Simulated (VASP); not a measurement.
# SnO2 in VASP: further runs, part 2 of 2

VASP 6.6.1.

## (4) Single point, PBEsol (uniaxial strain along c: -2.0 %, then relaxed in part)

INCAR

```
SYSTEM = SnO2
  ALGO = Normal
  EDIFF = 1E-6
  ENCUT = 520
  GGA = PS
  ISIF = 2
  ISMEAR = 0
  LASPH = .True.
  LCHARG = .False.
  LREAL = .False.
  LWAVE = .False.
  NBANDS = 35
  NELM = 100
  PREC = Accurate
  SIGMA = 0.02
```

KPOINTS

```
k-points
0
Gamma
  6 6 8
  0 0 0
```

POSCAR

```
SnO2
1.0
    4.8043251464      0.0000000000      0.0000000000
    0.0000000000      4.8045450977      0.0000000000
    0.0000000000      0.0000000000      3.1477395647
Sn O
2 4
Direct
    0.5000000000      0.5000000000      0.5000000000
    0.0000000000      0.0000000000      0.0000000000
    0.3055012028      0.3055766226      0.0000000000
    0.8055012028      0.1944233774      0.5000000000
    0.1944987972      0.8055766226      0.5000000000
    0.6944987972      0.6944233774      0.0000000000
```

Potentials or basis: VASP PAW PBE potentials, release 64 (Sn_d, O).

The run is started by

```console
cat potpaw_PBE.64/Sn_d/POTCAR potpaw_PBE.64/O/POTCAR > POTCAR
mpirun -np 1 vasp_std > vasp.out
```

OUTCAR:

```text
SYSTEM = SnO2
   EDIFF = 1E-6
   ENCUT = 520
   GGA = PS
   ISIF = 2
   ISMEAR = 0
   LASPH = .True.
   LREAL = .False.
   NELM = 100
   PREC = Accurate

 ion  position               nearest neighbor table
   1  0.500  0.500  0.500-   3 2.05   6 2.05   3 2.05   6 2.05   5 2.08   4 2.08   2 3.74   2 3.74
                             2 3.74   2 3.74   2 3.74   2 3.74   2 3.74   2 3.74
   2  0.000  0.000  0.000-   4 2.05   5 2.05   4 2.05   5 2.05   3 2.08   6 2.08   1 3.74   1 3.74
                             1 3.74   1 3.74   1 3.74   1 3.74   1 3.74   1 3.74
   3  0.306  0.306  0.000-   1 2.05   1 2.05   2 2.08
   4  0.806  0.194  0.500-   2 2.05   2 2.05   1 2.08
   5  0.194  0.806  0.500-   2 2.05   2 2.05   1 2.08
   6  0.694  0.694  0.000-   1 2.05   1 2.05   2 2.08

  LATTYP: Found a simple orthorhombic cell.
 ALAT       =     3.1477395647
 B/A-ratio  =     1.5262778409
 C/A-ratio  =     1.5263477168

  Lattice vectors:

 A1 = (   0.0000000000,   0.0000000000,   3.1477395647)
 A2 = (   4.8043251464,   0.0000000000,   0.0000000000)
 A3 = (   0.0000000000,   4.8045450977,   0.0000000000)

Analysis of symmetry for initial positions (statically):
=====================================================================
 Subroutine PRICEL returns:
 Original cell was already a primitive cell.

 Routine SETGRP: Setting up the symmetry group for a
 simple orthorhombic supercell.

 Subroutine GETGRP returns: Found  8 space group operations
 (whereof  4 operations were pure point group operations)
 out of a pool of  8 trial point group operations.

The static configuration has the point symmetry C_2h.
 The point group associated with its full space group is D_2h.

Analysis of symmetry for dynamics (positions and initial velocities):
=====================================================================
 Subroutine PRICEL returns:
 Original cell was already a primitive cell.

 Routine SETGRP: Setting up the symmetry group for a
 simple orthorhombic supercell.

 Subroutine GETGRP returns: Found  8 space group operations
 (whereof  4 operations were pure point group operations)
 out of a pool of  8 trial point group operations.

The dynamic configuration has the point symmetry C_2h.
 The point group associated with its full space group is D_2h.

 Subroutine INISYM returns: Found  8 space group operations
 (whereof  4 operations are pure point group operations),
 and found     1 'primitive' translations

----------------------------------------------------------------------------------------

                                     Primitive cell

  volume of cell :      72.6580

  direct lattice vectors                    reciprocal lattice vectors
     4.804325146  0.000000000  0.000000000     0.208145779  0.000000000  0.000000000
     0.000000000  4.804545098  0.000000000     0.000000000  0.208136250  0.000000000
     0.000000000  0.000000000  3.147739565     0.000000000  0.000000000  0.317688290

  length of vectors
     4.804325146  4.804545098  3.147739565     0.208145779  0.208136250  0.317688290

  position of ions in fractional coordinates (direct lattice)
     0.500000000  0.500000000  0.500000000
     0.000000000  0.000000000  0.000000000
     0.305501203  0.305576623  0.000000000
     0.805501203  0.194423377  0.500000000
     0.194498797  0.805576623  0.500000000
     0.694498797  0.694423377  0.000000000
[... 33 lines left out ...]

 Found     80 irreducible k-points:

 Following reciprocal coordinates:
            Coordinates               Weight
  0.000000  0.000000  0.000000      1.000000
  0.166667  0.000000  0.000000      2.000000
  0.333333  0.000000  0.000000      2.000000
  0.500000  0.000000  0.000000      1.000000
  0.000000  0.166667  0.000000      2.000000
  0.166667  0.166667  0.000000      4.000000
[... 16 lines left out ...]
  0.333333  0.166667  0.125000      8.000000
  0.500000  0.166667  0.125000      4.000000
 [... further k-points ...]
   k-points           NKPTS =     80   k-points in BZ     NKDIM =     80   number of bands    NBANDS=     35
   number of dos      NEDOS =    301   number of ions     NIONS =      6
   total plane-waves  NPLWV =  31104
   dimension x,y,z NGX =    36 NGY =   36 NGZ =   24
   dimension x,y,z NGXF=    72 NGYF=   72 NGZF=   48
   ions per type =               2   4
   NGX,Y,Z   is equivalent  to a cutoff of  12.46, 12.46, 12.68 a.u.
   NGXF,Y,Z  is equivalent  to a cutoff of  24.91, 24.91, 25.35 a.u.
 SYSTEM =  SnO2
   PREC   = accura    normal or accurate (medium, high low for compatibility)
   ISTART =      0    job   : 0-new  1-cont  2-samecut
   ICHARG =      2    charge: 1-file 2-atom 10-const
   ISPIN  =      1    spin polarized calculation?
   LNONCOLLINEAR =      F non collinear calculations
   LSORBIT =      F    spin-orbit coupling
   LASPH  =      T    aspherical Exc in radial PAW
   ENCUT  =  520.0 eV  38.22 Ry    6.18 a.u.   8.93  8.93  5.85*2*pi/ulx,y,z
   NELM   =    100;   NELMIN=  2; NELMDL= -5     # of ELM steps
   EDIFF  = 0.1E-05   stopping-criterion for ELM
   LREAL  =      F    real-space projection
   EDIFFG = 0.1E-04   stopping-criterion for IOM
   NSW    =      0    number of steps for IOM
   IBRION =     -1    ionic relax: 0-MD 1-quasi-New 2-CG
   NFREE  =      0    steps in history (QN), initial steepest desc. (CG)
   ISIF   =      2    stress and relaxation
   ISYM   =      2    0-nonsym 1-usesym 2-fastsym
   POTIM  = 0.5000    time-step for ionic-motion
   TEBEG  =    0.0;   TEEND  =   0.0 temperature during run
   PSTRESS=    0.0 pullay stress
   NELECT =      52.0000    total number of electrons
   NUPDOWN=      -1.0000    fix difference up-down
   EMIN   =  10.00;   EMAX   =-10.00  energy-range for DOS
   EFERMI =   0.00;   METHOD = LEGACY
   ISMEAR =     0;   SIGMA  =   0.02  broadening in eV -4-tet -1-fermi 0-gaus
   EFERMI_NEDOS =   21; number of points for ismear=-14 and -15
   IALGO  =     38    algorithm
   IMIX   =      4    mixing-type and parameters
     AMIX     =   0.40;   BMIX     =  1.00
     AMIX_MAG =   1.60;   BMIX_MAG =  1.00
  volume/ion in A,a.u.               =      12.11        81.72
  Fermi-wavevector in a.u.,A,eV,Ry     =   1.464361  2.767241 29.175692  2.144353
  Thomas-Fermi vector in A             =   2.580346
   LORBIT       =      0    0 simple, 1 ext, 2 COOP (PROOUT), +10 PAW based schemes
   GGA     = PS    functional components
   LHFCALC =     F    Hartree Fock is set to
   AEXX    =    0.0000 exact exchange contribution
   IVDW    =     0    specifies the selected vdW correction
   LEPSILON=     F    determine dielectric tensor
   LRPA    =     F    only Hartree local field effects (RPA)
 non-spin polarized calculation
 Gauss-broadening in eV      SIGMA  =   0.02
  energy-cutoff  :      520.00
  volume of cell :       72.66
 maximum number of plane-waves:      2024
 NGX is ok and might be reduce to    36
   NGX = 17   NGY = 17   NGZ = 11

 number of electron      52.0000002 magnetization

 Free energy of the ion-electron system (eV)
  ---------------------------------------------------
  ext. energy  EPLUGINS =         0.00000000
  ---------------------------------------------------
  free energy    TOTEN  =       -39.63659108 eV

  energy without entropy =      -39.63659108  energy(sigma->0) =      -39.63659108

 E-fermi :   5.9936     XC(G=0): -11.4424

 val. band max:        5.8320315902   @ k =   0.0000   0.0000   0.0000
 cond. band min:       6.8841895649   @ k =   0.0000   0.0000   0.0000
 fundamental gap:      1.0521579747
 Fermi energy:         5.9935618328

 k-point     1 :       0.0000    0.0000    0.0000
  band No.  band energies     occupation
      1     -15.2070      2.00000
      2     -14.4855      2.00000
      3     -14.1721      2.00000
      4     -14.1418      2.00000
      5     -14.1417      2.00000
      6     -14.0412      2.00000
[... 901 lines left out ...]
     34      17.8457      0.00000
     35      18.1399      0.00000

 [... further k-points ...]
[... 5 lines left out ...]
  --------------------------------------------------------------------------------------
  -------------------------------------------------------------------------------------
  Total        0.2546160      0.2544565      3.2883187     -0.0000000      0.0000000      0.0000000
  in kB        5.6145230      5.6110044     72.5105203     -0.0000000      0.0000000      0.0000000
  external PRESSURE =      27.9120159 kB  Pullay stress =       0.0000000 kB

 VOLUME and BASIS-vectors are now :
 -----------------------------------------------------------------------------
  energy-cutoff  :      520.00
  volume of cell :       72.66
      direct lattice vectors                 reciprocal lattice vectors
     4.804325146  0.000000000  0.000000000     0.208145779  0.000000000  0.000000000
     0.000000000  4.804545098  0.000000000     0.000000000  0.208136250  0.000000000
     0.000000000  0.000000000  3.147739565     0.000000000  0.000000000  0.317688290

 POSITION                                       TOTAL-FORCE (eV/Angst)
 -----------------------------------------------------------------------------------
      2.40216      2.40227      1.57387        -0.000000      0.000000      0.000000
      0.00000      0.00000      0.00000        -0.000000      0.000000      0.000000
      1.46773      1.46816      0.00000        -0.015613     -0.015750      0.000000
      3.86989      0.93412      1.57387        -0.015613      0.015750      0.000000
      0.93444      3.87043      1.57387         0.015613     -0.015750     -0.000000
      3.33660      3.33639      0.00000         0.015613      0.015750      0.000000
 -----------------------------------------------------------------------------------
    total drift:                                0.000000      0.000000      0.000000

  FREE ENERGIE OF THE ION-ELECTRON SYSTEM (eV)
  ---------------------------------------------------
  free  energy   TOTEN  =       -39.6365910764 eV

  energy  without entropy=      -39.6365910764  energy(sigma->0) =      -39.63659108
```

Wall time 3.8 min (1 thread of Intel Xeon 8259CL, shared host); peak memory 0.28 GiB.

What came out:

| Property | Result |
| --- | --- |
| Free energy | -39.6366 eV |
| Pressure | 2.8 GPa |
| Largest force | 0.022 eV/Å |
| Band gap on the k mesh | 1.05 eV |

Forces on the atoms (eV/Å):
```
Sn   0.000  0.000  0.000
Sn   0.000  0.000  0.000
O   -0.016 -0.016  0.000
O   -0.016  0.016  0.000
O    0.016 -0.016  0.000
O    0.016  0.016  0.000
```

Stress tensor (GPa, compression positive):
```
0.56 0.00 0.00
0.00 0.56 0.00
0.00 0.00 7.25
```

Caveat: the cell differs from its parent crystal (uniaxial strain along c: -2.0 %, then relaxed in part); the PAW data sets were made with another functional, which shifts forces and pressure a little; spin-orbit coupling is left out, which moves the levels of the heavy elements.

## (5) Single point, PBEsol

This run uses another cell than the first one, of 12.11 Å³/atom.

INCAR

```
PREC     = Accurate       # precision mode
ENCUT    = 520            # plane-wave cutoff, eV
EDIFF    = 1E-7           # SCF threshold, eV
ISMEAR   = 0              # smearing method
SIGMA    = 0.02           # smearing width, eV
LREAL    = False          # projectors in reciprocal space
LASPH    = True           # aspherical terms in the spheres
NELM     = 100            # most SCF steps
ALGO     = Normal         # electronic algorithm
ISIF     = 2              # what is computed and relaxed
LWAVE    = False          # write WAVECAR
LCHARG   = False          # write CHGCAR
GGA      = PS             # functional
NBANDS   = 35             # bands
```

KPOINTS

```
regular mesh
0
Gamma
  6 6 8
```

POSCAR is that of step 4.

The run is started by

```console
cat potpaw_PBE.64/Sn_d/POTCAR potpaw_PBE.64/O/POTCAR > POTCAR
mpirun -np 1 vasp_std > vasp.out
```

Run time: 3 min. Hardware: 1 thread of Intel Xeon 8259CL, shared host; peak memory 0.28 GiB.

The run converged. Its results:

```
Free energy            : -39.6366 eV
Pressure               : 2.8 GPa
Largest force          : 0.022 eV/Å
Band gap on the k mesh : 1.05 eV
```

Forces on the atoms (eV/Å):
```
Sn   0.000  0.000  0.000
Sn   0.000  0.000  0.000
O   -0.016 -0.016  0.000
O   -0.016  0.016  0.000
O    0.016 -0.016  0.000
O    0.016  0.016  0.000
```

Stress tensor (GPa, compression positive):
```
0.56 0.00 0.00
0.00 0.56 0.00
0.00 0.00 7.25
```

Levels at points of the mesh, in eV from the valence-band top:
| k point | band 22 | band 23 | band 24 | band 25 | band 26 | band 27 | band 28 | band 29 | band 30 | band 31 |
| --- | --- | --- | --- | --- | --- | --- | --- | --- | --- | --- |
| (0.00, 0.00, 0.00) | -1.20 | -1.20 | -0.82 | -0.82 | 0.00 | 1.05 | 6.17 | 6.24 | 6.24 | 10.05 |
| (0.50, 0.00, 0.00) | -2.03 | -1.17 | -1.17 | -0.66 | -0.66 | 4.21 | 4.21 | 7.04 | 7.04 | 10.55 |
| (0.00, 0.50, 0.00) | -2.03 | -1.17 | -1.17 | -0.66 | -0.66 | 4.21 | 4.21 | 7.04 | 7.04 | 10.55 |
| (0.50, 0.50, 0.00) | -1.99 | -1.27 | -1.27 | -0.96 | -0.96 | 4.69 | 4.69 | 7.40 | 7.40 | 10.57 |
| (0.00, 0.00, 0.50) | -2.69 | -1.65 | -1.65 | -1.26 | -1.26 | 5.95 | 5.95 | 9.37 | 9.37 | 10.61 |
| (0.50, 0.00, 0.50) | -1.76 | -1.12 | -1.12 | -0.79 | -0.79 | 6.19 | 6.19 | 7.62 | 7.62 | 11.00 |
| (0.00, 0.50, 0.50) | -1.75 | -1.12 | -1.12 | -0.79 | -0.79 | 6.19 | 6.19 | 7.62 | 7.62 | 11.00 |
| (0.50, 0.50, 0.50) | -2.55 | -0.99 | -0.99 | -0.87 | -0.87 | 4.54 | 4.54 | 8.64 | 8.64 | 10.81 |

Caveat: the PAW data sets were made with another functional, which shifts forces and pressure a little; spin-orbit coupling is left out, which moves the levels of the heavy elements.

## (6) Single point, PBEsol

This run uses another cell than the first one, of 12.18 Å³/atom.

INCAR

```
  PREC = Accurate
  ENCUT = 520
  EDIFF = 1E-6
  ISMEAR = 0
  SIGMA = 0.02
  LREAL = False
  LASPH = True
  NELM = 60
  ALGO = Normal
  ISIF = 2
  LWAVE = False
  LCHARG = True
  GGA = PS
  LELF = True
  LVHAR = True
  NBANDS = 35
```

KPOINTS

```
Automatic mesh
0
Gamma
  6 6 8
```

POSCAR

```
SnO2
1.0
    4.7686576565      0.0000000000      0.0000000000
    0.0000000000      4.7700658059      0.0000000000
    0.0000000000      0.0000000000      3.2119791476
Sn O
2 4
Direct
    0.5000000000      0.5000000000      0.5000000000
    0.0000000000      0.0000000000      0.0000000000
    0.3062100026      0.3063470806      0.0000000000
    0.8062100026      0.1936529194      0.5000000000
    0.1937899974      0.8063470806      0.5000000000
    0.6937899974      0.6936529194      0.0000000000
```

Potentials or basis: VASP PAW PBE potentials, release 64 (Sn_d, O).

The run is started by

```console
cat potpaw_PBE.64/Sn_d/POTCAR potpaw_PBE.64/O/POTCAR > POTCAR
mpirun -np 1 vasp_std > vasp.out
```

It took 2.1 min on 1 thread of Intel Xeon 8259CL, shared host; peak memory 0.28 GiB.

It converged, with:

```yaml
Free_energy: -39.6700 eV
Pressure: 0.6 GPa
Largest_force: 0.016 eV/Å
Band_gap_on_the_k_mesh: 0.91 eV
```

Forces on the atoms (eV/Å):
```
Sn   0.000  0.000  0.000
Sn   0.000  0.000  0.000
O   -0.011 -0.011  0.000
O   -0.011  0.011  0.000
O    0.011 -0.011  0.000
O    0.011  0.011  0.000
```

Stress tensor (GPa, compression positive):
```
0.49 0.00 0.00
0.00 0.47 0.00
0.00 0.00 0.81
```

Levels at points of the mesh, in eV from the valence-band top:
```tsv
k point	band 23	band 24	band 25	band 26	band 27	band 28	band 29	band 30
(0.00, 0.00, 0.00)	-1.27	-0.78	-0.78	0.00	0.91	5.85	6.03	6.03
(0.50, 0.00, 0.00)	-1.22	-1.22	-0.63	-0.63	4.13	4.13	6.80	6.80
(0.00, 0.50, 0.00)	-1.22	-1.22	-0.63	-0.63	4.13	4.13	6.80	6.80
(0.50, 0.50, 0.00)	-1.35	-1.35	-0.89	-0.89	4.53	4.53	7.23	7.23
(0.00, 0.00, 0.50)	-1.64	-1.64	-1.25	-1.25	5.87	5.87	9.43	9.43
(0.50, 0.00, 0.50)	-1.09	-1.09	-0.73	-0.73	6.14	6.14	7.73	7.73
(0.00, 0.50, 0.50)	-1.09	-1.09	-0.73	-0.73	6.14	6.14	7.73	7.73
(0.50, 0.50, 0.50)	-0.96	-0.96	-0.82	-0.82	4.54	4.54	8.61	8.61
```

Caveat: the PAW data sets were made with another functional, which shifts forces and pressure a little; spin-orbit coupling is left out, which moves the levels of the heavy elements.

## (7) Summary

| cell | gap on the mesh (eV) | pressure (GPa) | largest force (eV/Å) |
| --- | --- | --- | --- |
| a = 4.840, b = 4.840, c = 3.083 Å, 6 atoms | 1.18 | 5.2 | 0.03 |
| a = 4.804, b = 4.805, c = 3.148 Å, 6 atoms | 1.05 | 2.8 | 0.02 |
| a = 4.769, b = 4.770, c = 3.212 Å, 6 atoms | 0.91 | 0.6 | 0.02 |

Alike in all rows: task single point; level PBEsol; potentials or basis VASP PAW PBE potentials, release 64 (Sn_d, O); no spin polarisation; k mesh 6 × 6 × 8; cutoff (eV) 520; smearing gaussian 0.02 eV.

Caveats: the PAW data sets were made with another functional, which shifts forces and pressure a little; spin-orbit coupling is left out, which moves the levels of the heavy elements; the cell stands under pressure (at least some runs).

Total energies depend on the potentials used, so only differences within one code and one set of settings carry meaning.
